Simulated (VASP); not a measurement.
# Si (I4_1/amd) in VASP: further runs, part 2 of 2

VASP 6.6.1. Earlier steps stand in the parts before.

## Step 4: Relaxation of the atoms, r2SCAN (strained cell)

Input file POSCAR:

```
Si
1.0
    0.0000000000      2.7289750930      2.6949479721
    2.7289750930      0.0000000000      2.6949479721
    2.7289750930      2.7289750930      0.0000000000
Si
2
Direct
    0.0000000000      0.0000000000      0.0000000000
    0.2500000000      0.2500000000      0.2500000000
```

Input file INCAR.step1:

```
SYSTEM = Si
PREC     = Accurate       ! precision mode
ENCUT    = 500            ! plane-wave cutoff, eV
ISMEAR   = 0              ! smearing method
SIGMA    = 0.02           ! smearing width, eV
LREAL    = .False.        ! projectors in reciprocal space
LASPH    = .True.         ! aspherical terms in the spheres
NELM     = 120            ! most SCF steps
GGA      = PE             ! functional
ALGO     = Normal         ! electronic algorithm
EDIFF    = 1E-5           ! SCF threshold, eV
LWAVE    = .True.         ! write WAVECAR
LCHARG   = .False.        ! write CHGCAR
GGA_COMPAT= .False.      
IBRION   = 2              ! ionic algorithm
EDIFFG   = -0.01          ! ionic threshold
NELMIN   = 4            
NSW      = 100            ! ionic steps
```

Input file INCAR.step2:

```
SYSTEM = Si
PREC     = Accurate       ! precision mode
ENCUT    = 500            ! plane-wave cutoff, eV
EDIFF    = 1E-7           ! SCF threshold, eV
ISMEAR   = 0              ! smearing method
SIGMA    = 0.02           ! smearing width, eV
LREAL    = .False.        ! projectors in reciprocal space
LASPH    = .True.         ! aspherical terms in the spheres
NELM     = 120            ! most SCF steps
ALGO     = Normal         ! electronic algorithm
ISIF     = 2              ! what is computed and relaxed
LWAVE    = .False.        ! write WAVECAR
LCHARG   = .False.        ! write CHGCAR
METAGGA  = R2SCAN         ! meta-GGA
LMIXTAU  = .True.       
IBRION   = 2              ! ionic algorithm
NSW      = 60             ! ionic steps
EDIFFG   = -0.002         ! ionic threshold
ISTART   = 1            
GGA_COMPAT= .False.      
NELMIN   = 4
```

Input file KPOINTS:

```
regular mesh
0
Gamma
  8 8 8
  0 0 0
```

Potentials or basis: VASP PAW PBE potentials, release 64 (Si).

Command:

```
$ cat potpaw_PBE.64/Si/POTCAR > POTCAR
$ cp INCAR.step1 INCAR
$ mpirun -np 1 vasp_std > vasp.out
$ cp INCAR.step2 INCAR
$ mpirun -np 1 vasp_std > vasp.out
```

OUTCAR:

```text
SYSTEM = Si
   PREC = Accurate
   ENCUT = 500
   EDIFF = 1E-7
   ISMEAR = 0
   LREAL = .False.
   LASPH = .True.
   NELM = 120
   ISIF = 2
   METAGGA = R2SCAN
   IBRION = 2
   NSW = 60
   EDIFFG = -0.002
   ISTART = 1
   NELMIN = 4

 ion  position               nearest neighbor table
   1  0.000  0.000  0.000-   2 2.35   2 2.35   2 2.35   2 2.35
   2  0.250  0.250  0.250-   1 2.35   1 2.35   1 2.35   1 2.35

[... 460 lines left out ...]
------------------------ aborting loop because EDIFF is reached ----------------------------------------

  FORCE on cell =-STRESS in cart. coord.  units (eV):
  Direction    XX          YY          ZZ          XY          YZ          ZX
  --------------------------------------------------------------------------------------
  -------------------------------------------------------------------------------------
  Total       -0.0467263     -0.0467263      0.2832361      0.0000000      0.0000000     -0.0000000
  in kB       -1.8650574     -1.8650574     11.3052361      0.0000000      0.0000000     -0.0000000
  external PRESSURE =       2.5250405 kB  Pullay stress =       0.0000000 kB

 VOLUME and BASIS-vectors are now :
 -----------------------------------------------------------------------------
  energy-cutoff  :      500.00
  volume of cell :       40.14
      direct lattice vectors                 reciprocal lattice vectors
     0.000000000  2.728975093  2.694947972    -0.183218968  0.183218968  0.185532339
     2.728975093  0.000000000  2.694947972     0.183218968 -0.183218968  0.185532339
     2.728975093  2.728975093  0.000000000     0.183218968  0.183218968 -0.185532339

 POSITION                                       TOTAL-FORCE (eV/Angst)
 -----------------------------------------------------------------------------------
      0.00000      0.00000      0.00000        -0.000000     -0.000000      0.000000
      1.36449      1.36449      1.34747         0.000000      0.000000      0.000000
 -----------------------------------------------------------------------------------
    total drift:                                0.000000      0.000000     -0.000000

  FREE ENERGIE OF THE ION-ELECTRON SYSTEM (eV)
  ---------------------------------------------------
  free  energy   TOTEN  =       -17.5458796271 eV

  energy  without entropy=      -17.5458796271  energy(sigma->0) =      -17.54587963

 reached required accuracy - stopping structural energy minimisation
```

OSZICAR.step1:

```text
N       E                     dE             d eps       ncg     rms          rms(c)
DAV:   1     0.663036207493E+01    0.66304E+01   -0.31957E+03   944   0.741E+02
DAV:   2    -0.107600241764E+02   -0.17390E+02   -0.16646E+02  1392   0.811E+01
DAV:   3    -0.110192081967E+02   -0.25918E+00   -0.25918E+00  1304   0.120E+01
DAV:   4    -0.110202480831E+02   -0.10399E-02   -0.10399E-02  1472   0.783E-01
DAV:   5    -0.110202494320E+02   -0.13489E-05   -0.13490E-05  1344   0.243E-02    0.487E+00
DAV:   6    -0.108961477625E+02    0.12410E+00   -0.81965E-02  1136   0.150E+00    0.298E+00
DAV:   7    -0.108395416192E+02    0.56606E-01   -0.15527E-01  1216   0.220E+00    0.189E-01
DAV:   8    -0.108406327107E+02   -0.10911E-02   -0.40569E-03  1064   0.483E-01    0.742E-02
DAV:   9    -0.108408254895E+02   -0.19278E-03   -0.18964E-04  1392   0.109E-01    0.563E-02
DAV:  10    -0.108408523418E+02   -0.26852E-04   -0.32220E-05  1032   0.426E-02    0.954E-03
DAV:  11    -0.108408520477E+02    0.29411E-06   -0.52189E-07   720   0.541E-03
   1 F= -.10840852E+02 E0= -.10840852E+02  d E =-.108409E+02
```

Wall time 52 s (1 thread of AMD EPYC 9R45 (Zen 5), shared host); peak memory 0.13 GiB.

What came out:

```
Free energy             : -17.5459 eV
Pressure after relaxing : 0.3 GPa
Band gap on the k mesh  : 0.68 eV (least direct gap 2.66 eV)
```

Final structure:
```
Si
1.0
     0.00000    2.72898    2.69495
     2.72898    0.00000    2.69495
     2.72898    2.72898    0.00000
Si
2
Cartesian
  0.0000 0.0000 0.0000
  1.3645 1.3645 1.3475
```

Caveat: the cell differs from its parent crystal (strained cell); the relaxation stopped at its first step, so nothing moved; the PAW data sets were made with another functional, which shifts forces and pressure a little.

## Step 5: Relaxation of the atoms, r2SCAN (strained cell)

Input file POSCAR:

```
Si
1.0
    0.0000000000      2.7300000606      2.6949479721
    2.7300000606      0.0000000000      2.6949479721
    2.7300000606      2.7300000606      0.0000000000
Si
2
Direct
    0.0000000000      0.0000000000      0.0000000000
    0.2500000000      0.2500000000      0.2500000000
```

Input file INCAR.step1:

```
SYSTEM = Si
ALGO = Normal
EDIFF = 1E-5
EDIFFG = -0.01
ENCUT = 500
GGA = PE
GGA_COMPAT = .False.
IBRION = 2
ISMEAR = 0
LASPH = .True.
LCHARG = .False.
LREAL = .False.
LWAVE = .True.
NELM = 120
NELMIN = 4
NSW = 100
PREC = Accurate
SIGMA = 0.02
```

Input file INCAR.step2:

```
SYSTEM = Si
ALGO = Normal
EDIFF = 1E-7
EDIFFG = -0.002
ENCUT = 500
GGA_COMPAT = .False.
IBRION = 2
ISIF = 2
ISMEAR = 0
ISTART = 1
LASPH = .True.
LCHARG = .False.
LMIXTAU = .True.
LREAL = .False.
LWAVE = .False.
METAGGA = R2SCAN
NELM = 120
NELMIN = 4
NSW = 60
PREC = Accurate
SIGMA = 0.02
```

Input file KPOINTS:

```
k-points
0
Gamma
  8 8 8
  0 0 0
```

Command:

```
$ cat potpaw_PBE.64/Si/POTCAR > POTCAR
$ cp INCAR.step1 INCAR
$ mpirun -np 1 vasp_std > vasp.out
$ cp INCAR.step2 INCAR
$ mpirun -np 1 vasp_std > vasp.out
```

Wall time 46 s (1 thread of AMD EPYC 9R45 (Zen 5), shared host); peak memory 0.13 GiB.

Results (log left out):

* Free energy: -17.5458 eV
* Pressure after relaxing: 0.2 GPa
* Band gap on the k mesh: 0.67 eV (least direct gap 2.66 eV)

Stress tensor (GPa, compression positive):
```
-0.28  0.00  0.00
 0.00 -0.28  0.00
 0.00  0.00  1.08
```

Final structure:
```
Si
1.0
     0.00000    2.73000    2.69495
     2.73000    0.00000    2.69495
     2.73000    2.73000    0.00000
Si
2
Cartesian
  0.0000 0.0000 0.0000
  1.3650 1.3650 1.3475
```

Levels at points of the mesh, in eV from the valence-band top:
```tsv
k point	band 1	band 2	band 3	band 4	band 5	band 6	band 7	band 8
(0.00, 0.00, 0.00)	-12.57	-0.10	-0.10	0.00	2.66	2.71	2.71	3.88
(0.50, 0.00, 0.00)	-10.12	-7.32	-1.40	-1.27	1.80	3.47	3.58	8.27
(0.50, 0.50, 0.00)	-8.16	-8.16	-3.14	-3.14	0.79	0.79	10.77	10.77
(0.50, 0.00, 0.50)	-8.24	-8.24	-3.03	-3.03	0.90	0.90	10.76	10.76
```

Caveat: the cell differs from its parent crystal (strained cell); the relaxation stopped at its first step, so nothing moved; the PAW data sets were made with another functional, which shifts forces and pressure a little.

## Step 6: The runs side by side

```tsv
task	cell	cutoff (eV)	smearing	gap on the mesh (eV)	pressure (GPa)
single point	a = 3.836, b = 3.836, c = 3.860 Å, angles 59.8, 59.8, 60.4°, 2 atoms	550	gaussian 0.02 eV	0.67	0.2
single point	a = 3.836, b = 3.836, c = 3.860 Å, angles 59.8, 59.8, 60.4°, 2 atoms	550	gaussian 0.01 eV	0.67	0.2
relaxation of the atoms	atoms relaxed from a = 3.835, b = 3.835, c = 3.859 Å, angles 59.8, 59.8, 60.4°, 2 atoms	500	gaussian 0.02 eV	0.68	0.3
relaxation of the atoms	atoms relaxed from a = 3.836, b = 3.836, c = 3.861 Å, angles 59.8, 59.8, 60.4°, 2 atoms	500	gaussian 0.02 eV	0.67	0.2
```

Alike in all rows: level r2SCAN; potentials or basis VASP PAW PBE potentials, release 64 (Si); no spin polarisation; k mesh 8 × 8 × 8.

Caveats: the PAW data sets were made with another functional, which shifts forces and pressure a little; the relaxation stopped at its first step, so nothing moved (at least some runs).

Total energies depend on the potentials used, so only differences within one code and one set of settings carry meaning.
